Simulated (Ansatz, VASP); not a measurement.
SnO in VASP and in Ansatz

```xyz
8
Lattice="2.4490 -2.8016 0.0000 2.4490 2.8016 0.0000 0.0000 0.0000 10.8930" Properties=species:S:1:pos:R:3 pbc="T T T"
Sn    0.0000   -0.0001   -0.1092
Sn    0.0000    0.0001    5.3373
Sn    2.4490    0.0007    2.9087
Sn    2.4490   -0.0007    8.3552
O     3.6734   -1.4008    4.1230
O     1.2246    1.4008    9.5695
O     1.2246   -1.4008    4.1230
O     3.6734    1.4008    9.5695
```

Change from the starting cell: volume scaled by 0.94, ions relaxed.

Alike in both runs: functional PBE; k mesh 8 × 8 × 3; occupations fermi-dirac, width 0.02 eV; no spin polarisation.

Ansatz relaxed the structure, and its values are those at the end. VASP's run is a single point on that final structure, the one shown.

```csv
,VASP,Ansatz
version,VASP 6.6.1,Ansatz 0.2.0
potentials or method,"VASP PAW PBE potentials, release 64 (Sn_d, O_h)","plane-wave PAW, scalar-relativistic"
plane-wave cutoff (eV),910,420
valence electrons in the cell,80,80
```

|  | VASP | Ansatz | Ansatz less VASP |
| --- | --- | --- | --- |
| rms of the force components (eV/Å) | 0.038 | 0.006 | -0.0325 |

The functional is the same, so the differences come from potentials, cutoffs and numerics. Ansatz's warnings: stress scf threshold loose.

Noted on VASP's run: the cutoff is under 1.25 times that of the potentials, so the pressure is a little rough.
